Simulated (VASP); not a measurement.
Write the native input for VASP 6.6.1 that does the following.

```yaml
Task: single point
Functional: PBE
Dispersion: D3(BJ)
Potentials_or_basis: VASP PAW PBE potentials, release 64 (O, H, C)
Cutoff: 520 eV
k_mesh: 1 × 1 × 1
Occupations: fermi-dirac, width 0.05 eV
Spin: no spin polarisation
Dipole_correction: no
Further_INCAR_settings: LREAL = Auto; ALGO = Normal; EDIFF = 1e-06; NBANDS = 47
```

The structure of H14CO7 lies in POSCAR:

```
H14CO7
1.0
    5.7770000000      0.0000000000      0.0000000000
    0.0000000000      5.7770000000      0.0000000000
    0.0000000000      0.0000000000      5.7770000000
O H C
7 14 1
Direct
    0.1016963822      0.8807166349      0.6923662801
    0.3628180717      0.7274710057      0.0865501125
    1.0734464255      0.5121516358      0.3948935434
    0.8713346027      0.3097109226      0.9452830189
    0.3714384629      0.2317812013      0.7606023888
    0.6381685996      0.6577808551      0.6778951013
    0.7151981998      0.0699671110      0.3841267094
    0.1986151982      0.9642374935      0.5921239398
    0.2088281115      0.8016790722      0.7900986671
    0.4802838844      0.6334083434      0.0189371646
    0.2548900814      0.6453695690      0.1934395015
    1.0782413017      0.6354682361      0.5223645491
    1.1248398823      0.3721481738      0.4711268825
    0.9614332699      0.3706248918      1.0764756794
    0.9498355548      0.1942703826      0.8523801281
    0.4600311580      0.1153539900      0.8548381513
    0.4831054180      0.3536264497      0.7502856154
    0.6282845768      0.7861346720      0.5648952744
    0.7928855808      0.6034446945      0.7005193007
    0.4071490393      0.0978708672      0.2179331833
    0.5812878657      0.3598753678      0.2693612602
    0.5580924355      0.1749004674      0.2974208066
```

The input as run:

INCAR

```
PREC     = Accurate       # precision mode
ENCUT    = 520            # plane-wave cutoff, eV
EDIFF    = 1E-6           # SCF threshold, eV
ISMEAR   = -1             # smearing method
SIGMA    = 0.05           # smearing width, eV
LREAL    = Auto         
LASPH    = True           # aspherical terms in the spheres
NELM     = 60             # most SCF steps
ALGO     = Normal         # electronic algorithm
ISIF     = 2              # what is computed and relaxed
LWAVE    = False          # write WAVECAR
LCHARG   = False          # write CHGCAR
GGA      = PE             # functional
IVDW     = 12             # dispersion correction
NBANDS   = 47             # bands
```

KPOINTS

```
Automatic mesh
0
Gamma
  1 1 1
```

Potentials or basis: VASP PAW PBE potentials, release 64 (O, H, C).

The run is started by

```sh
$ cat potpaw_PBE.64/O/POTCAR potpaw_PBE.64/H/POTCAR potpaw_PBE.64/C/POTCAR > POTCAR
$ mpirun -np 1 vasp_gam > vasp.out
```

Results of the run:

* Pressure: 2.2 GPa
* Largest force: 2.249 eV/Å
* Dispersion energy per atom: -0.044 eV

Caveat: the k points lie up to 1.09 Å⁻¹ apart; the atoms stand as in a frame of molecular dynamics.

It took 24 s on 1 thread of Intel(R) Xeon(R) Platinum 8259CL CPU @ 2.50GHz (Skylake/Cascade Lake), on a shared host, peak memory 0.32 GiB.
